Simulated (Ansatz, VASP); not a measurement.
**Two plane-wave programs on Ru**

INCAR

```
SYSTEM = Ru
AGGAC = 1.0 ; AGGAX = 1.0
ALDAC = 0.0 ; ALDAX = 1.0
ALGO = Normal ; EDIFF = 1E-7
ENCUT = 520 ; GGA = B5
ISIF = 2 ; ISMEAR = -1
LASPH = .True. ; LCHARG = .False.
LREAL = .False. ; LWAVE = .False.
NBANDS = 36 ; NELM = 60
PREC = Accurate ; SIGMA = 0.1
```

Contents of KPOINTS:

```
k-points
0
Gamma
  15 15 4
  0 0 0
```

File POSCAR:

```
Ru
1.0
    2.6780424781      0.0000000000      0.0000000000
   -1.3390212391      2.3192528185      0.0000000000
    0.0000000000      0.0000000000      8.5875764626
Ru
4
Direct
    1.0000000000      1.0000000000      1.0000000000
    1.0000000000      1.0000000000      0.5000000000
    0.3333333333      0.6666666667      0.2500000000
    0.6666666667      0.3333333333      0.7500000000
```

Input for Ansatz:

```yaml
crystal:
  lattice:
    - [2.6780424781, 0.0, 0.0]
    - [-1.3390212391, 2.3192528185, 0.0]
    - [0.0, 0.0, 8.5875764626]
  atoms:
    - { symbol: Ru, position: [1.0, 1.0, 1.0] }
    - { symbol: Ru, position: [1.0, 1.0, 0.5] }
    - { symbol: Ru, position: [0.3333333333, 0.6666666667, 0.25] }
    - { symbol: Ru, position: [0.6666666667, 0.3333333333, 0.75] }
hamiltonian:
  xc: blyp
  pseudopotentials:
    kind: paw
    azcp:
      Ru: "pseudopotentials/Ru.paw.azcp"
basis:
  ecutwfc: 420
  fft_grid_basis: typed
kpoints:
  mp_grid: { grid: [15, 15, 4], shift: [0, 0, 0] }
magnetization:
  spin_polarized: false
scf:
  occupations: { method: fermi_dirac, width: 0.1 }
  lower_state_search: "off"
output:
  stress: true
```

Alike in both runs: task single point; functional BLYP; k mesh 15 × 15 × 4; occupations fermi-dirac, width 0.1 eV; no spin polarisation.

```csv
,VASP,Ansatz
version,VASP 6.6.1,Ansatz 0.2.0
potentials or method,"VASP PAW PBE potentials, release 64 (Ru_pv), cutoff 520 eV","plane waves (420 eV) with PAW, scalar-relativistic"
valence electrons in the cell,56,64
```

|  | VASP | Ansatz | Ansatz less VASP |
| --- | --- | --- | --- |
| pressure (GPa) | 27.8 | 26.9 | -0.90 |
| traceless stress, the component that is largest in VASP (GPa) | 1.44 | 1.41 | -0.027 |

VASP's potentials were made for PBE, not for BLYP. VASP's potentials hold 56 valence electrons a cell and Ansatz's 64, so a difference there can come from the potentials and not from the codes.
